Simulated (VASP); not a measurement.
A run of VASP 6.6.1 is set up as follows.

File INCAR:

```
  PREC = Accurate
  ENCUT = 600
  EDIFF = 1E-6
  ISMEAR = 0
  SIGMA = 0.1
  LREAL = False
  LASPH = True
  NELM = 80
  ALGO = Fast
  ISIF = 3
  LWAVE = False
  LCHARG = False
  GGA = PE
  IBRION = 2
  NSW = 100
  EDIFFG = -0.01
```

The input KPOINTS:

```
regular mesh
0
Gamma
  20 20 20
```

Contents of POSCAR:

```
FeMo
1.0
    0.0000000000      2.4201214058      2.4201214058
    2.4201214058      0.0000000000      2.4201214058
    2.4201214058      2.4201214058      0.0000000000
Fe Mo
1 1
Direct
    0.0000000000      0.0000000000      0.0000000000
    0.5000000000      0.5000000000      0.5000000000
```

Potentials or basis: VASP PAW PBE potentials, release 64 (Fe, Mo_sv).

Launch:

```bash
$ cat potpaw_PBE.64/Fe/POTCAR potpaw_PBE.64/Mo_sv/POTCAR > POTCAR
$ mpirun -np 1 vasp_std > vasp.out
```

Predict the relaxed cell.

a = 3.425 Å, b = 3.425 Å, c = 3.425 Å, α = 60.00°, β = 60.00°, γ = 60.00°.

What does it give for the space group after relaxing (to 0.1 Å)?

Fm-3m (No. 225).

Predict the relaxed volume.

14.20 Å³/atom.

Final structure:
```
Fe Mo
1.0
     0.00000    2.42181    2.42181
     2.42181    0.00000    2.42181
     2.42181    2.42181    0.00000
Fe Mo
1 1
Direct
  0.00000 0.00000 0.00000
  0.50000 0.50000 0.50000
```

Caveat: the run has no spin polarisation, though such a crystal can be magnetic. Spin polarisation is off, so any magnetic state and its effect on volume and gap are missing.
